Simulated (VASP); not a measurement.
# Ge (Cmmm) in VASP: a series of runs

The runs below take Ge through single point, with PBE.

Everything below comes from runs of VASP 6.6.1. Logs are shortened: lines on timing, memory, paths and dates and some standing lists are left out, and cuts for length are marked.

**1. The cell of the first run**

Symmetry: Cmmm, No. 65, orthorhombic system. Conventional cell: a = 6.822 Å, b = 14.135 Å, c = 4.069 Å, α = 90.00°, β = 90.00°, γ = 90.00°. Within 3.3 Å of Ge (site symmetry m) lie 4 Ge at 2.49 to 2.51 Å. Within 3.3 Å of Ge (site symmetry m) lie 4 Ge at 2.49 to 2.52 Å.

**2. Single point, PBE**

Input file INCAR:

```
SYSTEM = Ge
PREC = Accurate ; ENCUT = 520
EDIFF = 1E-6 ; ISMEAR = 0
SIGMA = 0.2 ; LREAL = .FALSE.
LASPH = .TRUE. ; NELM = 100
ALGO = Normal ; ISIF = 2
LWAVE = .FALSE. ; LCHARG = .TRUE.
GGA = PE ; LELF = .TRUE.
LVHAR = .TRUE. ; NBANDS = 66
```

Input file KPOINTS:

```
Automatic mesh
0
G
  6 4 4
  0 0 0
```

Input file POSCAR:

```
Ge
1.0
    0.0000000000      0.0000000000      4.0688432000
   -6.8217862000      0.0000000000      0.0000000000
    3.4108931000     -7.0673263000      0.0000000000
Ge
8
Direct
    0.0000000000      0.5161310000      0.6645940000
    0.0000000000      0.4838690000      0.3354060000
    0.0000000000      0.1484630000      0.6645940000
    0.0000000000      0.8515370000      0.3354060000
    0.5000000000      0.2733650000      0.1777940000
    0.5000000000      0.7266350000      0.8222060000
    0.5000000000      0.9044290000      0.1777940000
    0.5000000000      0.0955710000      0.8222060000
```

Potentials or basis: VASP PAW PBE potentials, release 64 (Ge_d).

On the command line:

```console
$ cat potpaw_PBE.64/Ge_d/POTCAR > POTCAR
$ mpirun -np 1 vasp_std > vasp.out
```

OUTCAR:

```text
SYSTEM = Ge
   PREC = Accurate
   ENCUT = 520
   EDIFF = 1E-6
   ISMEAR = 0
   LREAL = .FALSE.
   LASPH = .TRUE.
   NELM = 100
   ISIF = 2
   GGA = PE

 ion  position               nearest neighbor table
   1  0.000  0.516  0.665-   6 2.49   6 2.49   2 2.50   3 2.51
   2  0.000  0.484  0.335-   5 2.49   5 2.49   1 2.50   4 2.51
   3  0.000  0.148  0.665-   8 2.49   8 2.49   4 2.50   1 2.51
   4  0.000  0.852  0.335-   7 2.49   7 2.49   3 2.50   2 2.51
   5  0.500  0.273  0.178-   2 2.49   2 2.49   8 2.51   7 2.52
   6  0.500  0.727  0.822-   1 2.49   1 2.49   7 2.51   8 2.52
   7  0.500  0.904  0.178-   4 2.49   4 2.49   6 2.51   5 2.52
   8  0.500  0.096  0.822-   3 2.49   3 2.49   5 2.51   6 2.52

  LATTYP: Found a base centered orthorhombic cell.
 ALAT       =     6.8217862000
 B/A-ratio  =     2.0719870406
 C/A-ratio  =     0.5964483613

  Lattice vectors:

 A1 = (  -3.4108931000,   7.0673263000,   0.0000000000)
 A2 = (  -3.4108931000,  -7.0673263000,   0.0000000000)
 A3 = (   0.0000000000,   0.0000000000,   4.0688432000)

Analysis of symmetry for initial positions (statically):
=====================================================================
 Subroutine PRICEL returns:
 Original cell was already a primitive cell.

 Routine SETGRP: Setting up the symmetry group for a
 base centered orthorhombic supercell.

 Subroutine GETGRP returns: Found  8 space group operations
 (whereof  8 operations were pure point group operations)
 out of a pool of  8 trial point group operations.

The static configuration has the point symmetry D_2h.

Analysis of symmetry for dynamics (positions and initial velocities):
=====================================================================
 Subroutine PRICEL returns:
 Original cell was already a primitive cell.

 Routine SETGRP: Setting up the symmetry group for a
 base centered orthorhombic supercell.

 Subroutine GETGRP returns: Found  8 space group operations
 (whereof  8 operations were pure point group operations)
 out of a pool of  8 trial point group operations.

The dynamic configuration has the point symmetry D_2h.

 Subroutine INISYM returns: Found  8 space group operations
 (whereof  8 operations are pure point group operations),
 and found     1 'primitive' translations

----------------------------------------------------------------------------------------

                                     Primitive cell

  volume of cell :     196.1662

  direct lattice vectors                    reciprocal lattice vectors
     0.000000000  0.000000000  4.068843200     0.000000000  0.000000000  0.245770100
    -6.821786200  0.000000000  0.000000000    -0.146589173 -0.070748113  0.000000000
     3.410893100 -7.067326300  0.000000000     0.000000000 -0.141496226  0.000000000

  length of vectors
     4.068843200  6.821786200  7.847374897     0.245770100  0.162768797  0.141496226

  position of ions in fractional coordinates (direct lattice)
     0.000000000  0.516131000  0.664594000
     0.000000000  0.483869000  0.335406000
     0.000000000  0.148463000  0.664594000
     0.000000000  0.851537000  0.335406000
     0.500000000  0.273365000  0.177794000
     0.500000000  0.726635000  0.822206000
     0.500000000  0.904429000  0.177794000
     0.500000000  0.095571000  0.822206000

  ion indices of the primitive-cell ions
   primitive index   ion index
                 1           1
                 2           2
                 3           3
                 4           4
                 5           5
                 6           6
                 7           7
                 8           8

----------------------------------------------------------------------------------------

 KPOINTS: Automatic mesh

Automatic generation of k-mesh.
 Grid dimensions read from file:
 generate k-points for:    6    4    4

 Generating k-lattice:

  Cartesian coordinates                     Fractional coordinates (reciprocal lattice)
     0.000000000  0.000000000  0.040961683     0.166666667  0.000000000  0.000000000
    -0.036647293 -0.017687028  0.000000000     0.000000000  0.250000000  0.000000000
     0.000000000 -0.035374057  0.000000000     0.000000000  0.000000000  0.250000000

  Length of vectors
     0.040961683  0.040692199  0.035374057

  Shift w.r.t. Gamma in fractional coordinates (k-lattice)
     0.000000000  0.000000000  0.000000000

 Subroutine IBZKPT returns following result:
 ===========================================

 Found     28 irreducible k-points:

 Following reciprocal coordinates:
            Coordinates               Weight
  0.000000  0.000000  0.000000      1.000000
  0.166667  0.000000  0.000000      2.000000
  0.333333  0.000000  0.000000      2.000000
  0.500000  0.000000  0.000000      1.000000
  0.000000  0.250000  0.000000      4.000000
  0.166667  0.250000  0.000000      8.000000
[... 16 lines left out ...]
  0.333333  0.500000  0.250000      4.000000
  0.500000  0.500000  0.250000      2.000000
 [... further k-points ...]
   k-points           NKPTS =     28   k-points in BZ     NKDIM =     28   number of bands    NBANDS=     66
   number of dos      NEDOS =    301   number of ions     NIONS =      8
   total plane-waves  NPLWV =  97200
   dimension x,y,z NGX =    30 NGY =   54 NGZ =   60
   dimension x,y,z NGXF=    60 NGYF=  108 NGZF=  120
   ions per type =               8
   NGX,Y,Z   is equivalent  to a cutoff of  12.26, 13.16, 12.71 a.u.
   NGXF,Y,Z  is equivalent  to a cutoff of  24.51, 26.32, 25.42 a.u.
 SYSTEM =  Ge
   PREC   = accura    normal or accurate (medium, high low for compatibility)
   ISTART =      0    job   : 0-new  1-cont  2-samecut
   ICHARG =      2    charge: 1-file 2-atom 10-const
   ISPIN  =      1    spin polarized calculation?
   LNONCOLLINEAR =      F non collinear calculations
   LSORBIT =      F    spin-orbit coupling
   LASPH  =      T    aspherical Exc in radial PAW
   ENCUT  =  520.0 eV  38.22 Ry    6.18 a.u.   7.57 12.68 14.59*2*pi/ulx,y,z
   NELM   =    100;   NELMIN=  2; NELMDL= -5     # of ELM steps
   EDIFF  = 0.1E-05   stopping-criterion for ELM
   LREAL  =      F    real-space projection
   EDIFFG = 0.1E-04   stopping-criterion for IOM
   NSW    =      0    number of steps for IOM
   IBRION =     -1    ionic relax: 0-MD 1-quasi-New 2-CG
   NFREE  =      0    steps in history (QN), initial steepest desc. (CG)
   ISIF   =      2    stress and relaxation
   ISYM   =      2    0-nonsym 1-usesym 2-fastsym
   POTIM  = 0.5000    time-step for ionic-motion
   TEBEG  =    0.0;   TEEND  =   0.0 temperature during run
   PSTRESS=    0.0 pullay stress
   NELECT =     112.0000    total number of electrons
   NUPDOWN=      -1.0000    fix difference up-down
   EMIN   =  10.00;   EMAX   =-10.00  energy-range for DOS
   EFERMI =   0.00;   METHOD = LEGACY
   ISMEAR =     0;   SIGMA  =   0.20  broadening in eV -4-tet -1-fermi 0-gaus
   EFERMI_NEDOS =   21; number of points for ismear=-14 and -15
   IALGO  =     38    algorithm
   IMIX   =      4    mixing-type and parameters
     AMIX     =   0.40;   BMIX     =  1.00
     AMIX_MAG =   1.60;   BMIX_MAG =  1.00
  volume/ion in A,a.u.               =      24.52       165.47
  Fermi-wavevector in a.u.,A,eV,Ry     =   1.358124  2.566482 25.095959  1.844501
  Thomas-Fermi vector in A             =   2.484984
   LORBIT       =      0    0 simple, 1 ext, 2 COOP (PROOUT), +10 PAW based schemes
   GGA     = PE    functional components
   LHFCALC =     F    Hartree Fock is set to
   AEXX    =    0.0000 exact exchange contribution
   IVDW    =     0    specifies the selected vdW correction
   LEPSILON=     F    determine dielectric tensor
   LRPA    =     F    only Hartree local field effects (RPA)
 non-spin polarized calculation
 Gauss-broadening in eV      SIGMA  =   0.20
  energy-cutoff  :      520.00
  volume of cell :      196.17
 maximum number of plane-waves:      5321
   NGX = 15   NGY = 25   NGZ = 29

 number of electron     111.9999965 magnetization

 Free energy of the ion-electron system (eV)
  ---------------------------------------------------
  ext. energy  EPLUGINS =         0.00000000
  ---------------------------------------------------
  free energy    TOTEN  =       -35.68375996 eV

  energy without entropy =      -35.67714252  energy(sigma->0) =      -35.68045124

 E-fermi :   4.2969     XC(G=0):  -9.5065

 val. band max:        4.2182496505   @ k =   0.0000   0.0000   0.5000
 cond. band min:       4.3063814639   @ k =   0.0000   0.0000   0.5000
 fundamental gap:      0.0881318134
 Fermi energy:         4.2968790175

 k-point     1 :       0.0000    0.0000    0.0000
  band No.  band energies     occupation
      1     -20.5414      2.00000
      2     -20.5258      2.00000
      3     -20.5188      2.00000
      4     -20.5081      2.00000
      5     -20.5038      2.00000
      6     -20.4923      2.00000
[... 58 lines left out ...]
     65       8.4448      0.00000
     66       8.5784      0.00000

 k-point     2 :       0.1667    0.0000    0.0000
  band No.  band energies     occupation
      1     -20.5429      2.00000
      2     -20.5332      2.00000
      3     -20.5247      2.00000
      4     -20.5114      2.00000
      5     -20.5016      2.00000
      6     -20.5000      2.00000
[... 58 lines left out ...]
     65       8.6424      0.00000
     66       8.8232      0.00000

 k-point     3 :       0.3333    0.0000    0.0000
  band No.  band energies     occupation
      1     -20.5463      2.00000
      2     -20.5326      2.00000
      3     -20.5318      2.00000
      4     -20.5122      2.00000
      5     -20.5090      2.00000
      6     -20.5066      2.00000
[... 1438 lines left out ...]
     65       8.2509      0.00000
     66       9.6534      0.00000

 k-point    24 :       0.5000    0.5000    0.2500
  band No.  band energies     occupation
      1     -20.5354      2.00000
      2     -20.5260      2.00000
      3     -20.5203      2.00000
      4     -20.5161      2.00000
      5     -20.5055      2.00000
      6     -20.4971      2.00000
[... 58 lines left out ...]
     65       8.6995      0.00000
     66       8.8045      0.00000

 [... further k-points ...]

------------------------ aborting loop because EDIFF is reached ----------------------------------------

  FORCE on cell =-STRESS in cart. coord.  units (eV):
  Direction    XX          YY          ZZ          XY          YZ          ZX
  --------------------------------------------------------------------------------------
  -------------------------------------------------------------------------------------
  Total       -0.0117918      0.0334389      0.3797211     -0.0000000      0.0000000      0.0000000
  in kB       -0.0963090      0.2731102      3.1013523     -0.0000000      0.0000000      0.0000000
  external PRESSURE =       1.0927178 kB  Pullay stress =       0.0000000 kB

 VOLUME and BASIS-vectors are now :
 -----------------------------------------------------------------------------
  energy-cutoff  :      520.00
  volume of cell :      196.17
      direct lattice vectors                 reciprocal lattice vectors
     0.000000000  0.000000000  4.068843200     0.000000000  0.000000000  0.245770100
    -6.821786200  0.000000000  0.000000000    -0.146589173 -0.070748113  0.000000000
     3.410893100 -7.067326300  0.000000000     0.000000000 -0.141496226  0.000000000

 POSITION                                       TOTAL-FORCE (eV/Angst)
 -----------------------------------------------------------------------------------
     -1.25408     -4.69690      0.00000        -0.005774     -0.005435     -0.000000
     -2.15682     -2.37042      0.00000         0.005774      0.005435      0.000000
      1.25408     -4.69690      0.00000         0.005774     -0.005435     -0.000000
     -4.66497     -2.37042      0.00000        -0.005774      0.005435      0.000000
     -1.25840     -1.25653      2.03442         0.001715     -0.009211     -0.000000
     -2.15249     -5.81080      2.03442        -0.001715      0.009211     -0.000000
     -5.56338     -1.25653      2.03442        -0.001715     -0.009211     -0.000000
      2.15249     -5.81080      2.03442         0.001715      0.009211     -0.000000
 -----------------------------------------------------------------------------------
    total drift:                               -0.000000     -0.000000      0.000000

  FREE ENERGIE OF THE ION-ELECTRON SYSTEM (eV)
  ---------------------------------------------------
  free  energy   TOTEN  =       -35.6837599604 eV

  energy  without entropy=      -35.6771425211  energy(sigma->0) =      -35.68045124
```

Wall time 4.1 min (1 thread of Intel Xeon Platinum 8488C (Sapphire Rapids), shared host); peak memory 0.43 GiB.

Results:

| Property | Result |
| --- | --- |
| Free energy | -35.6838 eV |
| Pressure | 0.1 GPa |
| Largest force | 0.009 eV/Å |
| Band gap on the k mesh | 0.02 eV |

Forces on the atoms (eV/Å):
```
Ge  -0.006 -0.005  0.000
Ge   0.006  0.005  0.000
Ge   0.006 -0.005  0.000
Ge  -0.006  0.005  0.000
Ge   0.002 -0.009  0.000
Ge  -0.002  0.009  0.000
Ge  -0.002 -0.009  0.000
Ge   0.002  0.009  0.000
```

Levels at points of the mesh, in eV from the valence-band top:
| k point | band 53 | band 54 | band 55 | band 56 | band 57 | band 58 | band 59 | band 60 |
| --- | --- | --- | --- | --- | --- | --- | --- | --- |
| (0.00, 0.00, 0.00) | -1.27 | -0.91 | -0.74 | -0.62 | 0.23 | 0.51 | 1.29 | 1.60 |
| (0.50, 0.00, 0.00) | -2.70 | -2.67 | -1.47 | -1.34 | 1.51 | 1.57 | 2.66 | 2.94 |
| (0.00, 0.50, 0.00) | -2.05 | -1.54 | -1.27 | -1.03 | 0.68 | 1.08 | 1.26 | 1.43 |
| (0.50, 0.50, 0.00) | -2.30 | -2.27 | -2.04 | -1.38 | 0.57 | 0.84 | 1.31 | 1.40 |
| (0.00, 0.00, 0.50) | -1.39 | -0.47 | -0.09 | 0.00 | 0.02 | 0.60 | 1.10 | 1.21 |
| (0.50, 0.00, 0.50) | -2.62 | -2.48 | -2.44 | -2.35 | 0.63 | 0.88 | 2.05 | 2.29 |

Caveat: the smearing spreads over this small gap. A k mesh can miss the band edges.

**3. Single point, PBE**

This run uses another cell than the first one, of the same volume but with other edges.

Input file INCAR:

```
ALGO = Normal
EDIFF = 1E-7
ENCUT = 520
GGA = PE
ISIF = 2
ISMEAR = 0
LASPH = T
LCHARG = T
LELF = T
LREAL = F
LVHAR = T
LWAVE = F
NBANDS = 66
NELM = 100
PREC = Accurate
SIGMA = 0.1
```

Input file KPOINTS:

```
k-points
0
Gamma
  4 4 4
```

Input file POSCAR:

```
Ge
1.0
    3.4108931000     -7.0673263000      0.0000000000
    3.4108931000      7.0673263000      0.0000000000
    0.0000000000      0.0000000000      4.0688432000
Ge
8
Direct
    0.1484630000      0.4838690000      0.0000000000
    0.8515370000      0.5161310000      0.0000000000
    0.5161310000      0.8515370000      0.0000000000
    0.4838690000      0.1484630000      0.0000000000
    0.9044290000      0.7266350000      0.5000000000
    0.0955710000      0.2733650000      0.5000000000
    0.2733650000      0.0955710000      0.5000000000
    0.7266350000      0.9044290000      0.5000000000
```

Potentials or basis: VASP PAW PBE potentials, release 64 (Ge_d).

On the command line:

```console
$ cat potpaw_PBE.64/Ge_d/POTCAR > POTCAR
$ mpirun -np 1 vasp_std > vasp.out
```

It took 3.5 min on 1 thread of Intel Xeon Platinum 8488C (Sapphire Rapids), shared host; peak memory 0.4 GiB.

The run converged. Its results:

```yaml
Free_energy: -35.5502 eV
Pressure: 0.1 GPa
Largest_force: 0.029 eV/Å
Band_gap_on_the_k_mesh: 0.01 eV
```

Forces in eV/Å, atoms in the order of the input:
```
Ge  -0.007 -0.022  0.000
Ge   0.007  0.022  0.000
Ge   0.007 -0.022  0.000
Ge  -0.007  0.022  0.000
Ge   0.001 -0.029  0.000
Ge  -0.001  0.029  0.000
Ge  -0.001 -0.029  0.000
Ge   0.001  0.029  0.000
```

Stress tensor (GPa, compression positive):
```
-0.20  0.00  0.00
 0.00 -0.27  0.00
 0.00  0.00  0.89
```

Levels at points of the mesh, in eV from the valence-band top:
```csv
k point,band 53,band 54,band 55,band 56,band 57,band 58,band 59,band 60
"(0.00, 0.00, 0.00)",-1.27,-0.91,-0.74,-0.62,0.23,0.50,1.29,1.59
"(0.50, 0.00, 0.00)",-2.05,-1.54,-1.27,-1.03,0.67,1.08,1.26,1.42
"(0.50, 0.50, 0.00)",-1.40,-0.48,-0.09,0.00,0.01,0.59,1.10,1.21
"(0.00, 0.00, 0.50)",-2.71,-2.67,-1.47,-1.34,1.50,1.57,2.66,2.94
"(0.50, 0.00, 0.50)",-2.31,-2.27,-2.05,-1.39,0.56,0.84,1.30,1.40
"(0.50, 0.50, 0.50)",-2.62,-2.49,-2.44,-2.36,0.62,0.88,2.05,2.29
```

A k mesh can miss the band edges.

**4. Single point, PBE (23.05 Å³/atom)**

This run uses another cell than the first one, of 23.05 Å³/atom.

Input file INCAR:

```
ALGO = Normal
EDIFF = 1E-7
ENCUT = 520
GGA = PE
ISIF = 2
ISMEAR = 0
LASPH = True
LCHARG = False
LREAL = False
LWAVE = False
NBANDS = 66
NELM = 80
PREC = Accurate
SIGMA = 0.1
```

Input file KPOINTS:

```
k-points
0
Gamma
  6 6 10
```

Input file POSCAR:

```
Ge
1.0
    3.3380722211     -6.9200543962      0.0000000000
    3.3380722211      6.9200543962      0.0000000000
    0.0000000000      0.0000000000      3.9913225179
Ge
8
Direct
    0.1488735504      0.4842445914      0.0000000000
    0.8511264496      0.5157554086      0.0000000000
    0.5157554086      0.8511264496      0.0000000000
    0.4842445914      0.1488735504      0.0000000000
    0.9035361060      0.7255285941      0.5000000000
    0.0964638940      0.2744714059      0.5000000000
    0.2744714059      0.0964638940      0.5000000000
    0.7255285941      0.9035361060      0.5000000000
```

On the command line:

```console
$ cat potpaw_PBE.64/Ge_d/POTCAR > POTCAR
$ mpirun -np 1 vasp_std > vasp.out
```

Run time: 34 min. Hardware: 1 thread of Oxide Virtual Turin-like, shared host; peak memory 0.68 GiB.

The run converged. Its results:

```
Free energy            : -35.5680 eV
Pressure               : 4.0 GPa
Largest force          : 0.003 eV/Å
Band gap on the k mesh : 0.06 eV
```

Forces in eV/Å, atoms in the order of the input:
```
Ge   0.000  0.002  0.000
Ge   0.000 -0.002  0.000
Ge   0.000  0.002  0.000
Ge   0.000 -0.002  0.000
Ge   0.003  0.001  0.000
Ge  -0.003 -0.001  0.000
Ge  -0.003  0.001  0.000
Ge   0.003 -0.001  0.000
```

Levels at points of the mesh, in eV from the valence-band top:
```
           k point  band 54  band 55  band 56  band 57  band 58  band 59
(0.00, 0.00, 0.00)    -1.02    -0.84    -0.70     0.29     0.41     1.47
(0.50, 0.00, 0.00)    -1.68    -1.42    -1.14     0.74     1.07     1.37
(0.50, 0.50, 0.00)    -0.11    -0.04     0.00     0.06     0.58     1.02
(0.00, 0.00, 0.50)    -2.92    -1.60    -1.46     1.62     1.76     2.71
(0.50, 0.00, 0.50)    -2.46    -2.22    -1.49     0.61     0.93     1.23
(0.50, 0.50, 0.50)    -2.71    -2.66    -2.56     0.53     0.81     1.92
```

Caveat: the cell stands under pressure. A k mesh can miss the band edges.

**5. Summary**

```tsv
cell	k mesh	smearing	gap on the mesh (eV)	pressure (GPa)	largest force (eV/Å)
a = 4.069, b = 6.822, c = 7.847 Å, angles 115.8, 90.0, 90.0°, 8 atoms, atomic positions A	6 × 4 × 4	gaussian 0.2 eV	0.02	0.1	0.01
a = 7.847, b = 7.847, c = 4.069 Å, angles 90.0, 90.0, 128.5°, 8 atoms, atomic positions A	4 × 4 × 4	gaussian 0.1 eV	0.01	0.1	0.03
a = 7.683, b = 7.683, c = 3.991 Å, angles 90.0, 90.0, 128.5°, 8 atoms, atomic positions B	6 × 6 × 10	gaussian 0.1 eV	0.06	4.0	-
```

Alike in all rows: task single point; level PBE; potentials or basis VASP PAW PBE potentials, release 64 (Ge_d); no spin polarisation; cutoff (eV) 520.

Caveats: the smearing spreads over this small gap (at least some runs); the cell stands under pressure (at least some runs).

Total energies depend on the potentials used, so only differences within one code and one set of settings carry meaning.

The gap in the log of VASP goes by the Fermi energy; the results here count the filled bands.